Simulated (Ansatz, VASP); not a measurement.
**One calculation of Al4As, two programs**

Contents of INCAR:

```
ALGO = Normal ; EDIFF = 1E-7
EDIFFG = -0.04 ; ENCUT = 600
GGA = PE ; IBRION = 2
ISIF = 3 ; ISMEAR = 0
LASPH = True ; LCHARG = False
LREAL = False ; LWAVE = False
NELM = 100 ; NSW = 90
PREC = Accurate ; SIGMA = 0.1
```

Contents of KPOINTS:

```
k-points
0
Gamma
  6 6 6
```

Contents of POSCAR:

```
Al4As
1.0
   -2.1680932900      2.1680932900      5.4093010500
    2.1680932900     -2.1680932900      5.4093010500
    2.1680932900      2.1680932900     -5.4093010500
Al As
4 1
Direct
    0.7500000000      0.2500000000      0.5000000000
    0.2500000000      0.7500000000      0.5000000000
    0.3957180100      0.3957180100      0.0000000000
    0.6042819900      0.6042819900      0.0000000000
    0.0000000000      0.0000000000      0.0000000000
```

Input for Ansatz:

```yaml
crystal:
  lattice:
    - [-2.16809329, 2.16809329, 5.40930105]
    - [2.16809329, -2.16809329, 5.40930105]
    - [2.16809329, 2.16809329, -5.40930105]
  atoms:
    - { symbol: Al, position: [0.75, 0.25, 0.5] }
    - { symbol: Al, position: [0.25, 0.75, 0.5] }
    - { symbol: Al, position: [0.39571801, 0.39571801, 0.0] }
    - { symbol: Al, position: [0.60428199, 0.60428199, 0.0] }
    - { symbol: As, position: [0.0, 0.0, 0.0] }
basis:
  ecutwfc: 420
kpoints:
  mp_grid: { grid: [6, 6, 6] }
hamiltonian:
  xc: pbe
scf:
  occupations: { method: gaussian, width: 0.1 }
  lower_state_search: "off"
output:
  forces: true
  stress: true
  eigenvalues: true
relax:
  adjacent_minimum: "off"
  f_tol: 0.04
  max_steps: 70
  cell: { stress_tol: 0.4 }
```

Change from the starting cell: species swapped into the SrAl4 type (I4/mmm, No. 139).

Alike in both runs: task relaxation of cell and atoms; functional PBE; k mesh 6 × 6 × 6; occupations gaussian, width 0.1 eV; no spin polarisation.

|  | VASP | Ansatz |
| --- | --- | --- |
| version | VASP 6.6.1 | Ansatz 0.2.0 |
| potentials or method | VASP PAW PBE potentials, release 64 (Al, As), cutoff 600 eV | scalar-relativistic, plane waves, PAW |
| valence electrons in the cell | 17 | 27 |

|  | VASP | Ansatz | Ansatz less VASP |
| --- | --- | --- | --- |
| gap on the k mesh at the Fermi level, each at its own relaxed structure (eV) | none | none | - |
| relaxed volume (Å³/atom) | 18.87 | 18.89 | +0.020 |
| relaxed cell length with the largest relative difference (Å) | 7.084 | 7.087 | +0.0027 |

A gap of «none» marks a metal or a gap that the smearing closes. VASP's potentials hold 17 valence electrons a cell and Ansatz's 27, so a difference there can come from the potentials and not from the codes.

Noted on VASP's run: too few bands were computed for a metal, which touches its energy and stress.
